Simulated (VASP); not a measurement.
Wanted: the native input for a VASP 6.6.1 run.

```
Task                   : single point
Functional             : PBE
Potentials or basis    : VASP PAW PBE potentials, release 64 (Tl_d)
Cutoff                 : 520 eV
k mesh                 : 18 × 18 × 10
Occupations            : gaussian, width 0.15 eV
Spin                   : no spin polarisation
Dipole correction      : no
Further INCAR settings : ALGO = Fast; EDIFF = 1e-07; NBANDS = 20
```

The structure of Tl lies in POSCAR:

```
Tl
1.0
    3.7324782250      0.0000000000      0.0000000000
   -1.8662391125      3.2324209619      0.0000000000
    0.0000000000      0.0000000000      5.5250000000
Tl
2
Direct
    0.3333333333      0.6666666667      0.2500000000
    0.6666666667      0.3333333333      0.7500000000
```

This cell differs from its parent crystal: strain +0.080 along x and y, +0.000 along z.

These files were run (other wordings do the same):

INCAR

```
SYSTEM = Tl
PREC = Accurate
ENCUT = 520
EDIFF = 1E-7
ISMEAR = 0
SIGMA = 0.15
LREAL = .False.
LASPH = .True.
NELM = 80
ALGO = Fast
ISIF = 2
LWAVE = .False.
LCHARG = .False.
GGA = PE
NBANDS = 20
```

KPOINTS

```
Automatic mesh
0
Gamma
  18 18 10
  0 0 0
```

Potentials or basis: VASP PAW PBE potentials, release 64 (Tl_d).

Launch:

```sh
$ cat potpaw_PBE.64/Tl_d/POTCAR > POTCAR
$ mpirun -np 1 vasp_std > vasp.out
```

It gave:

The pressure is -1.2 GPa. The band gap on the k mesh is zero (bands 13 and 14 overlap by 5.59 eV).

Caveat: the cell differs from its parent crystal (strain +0.080 along x and y, +0.000 along z); spin-orbit coupling is left out, which moves the levels of the heavy elements.

It took 3.4 min on 1 thread of AMD EPYC 7R13 Processor (Zen 3), with other jobs on the host, peak memory 0.32 GiB.
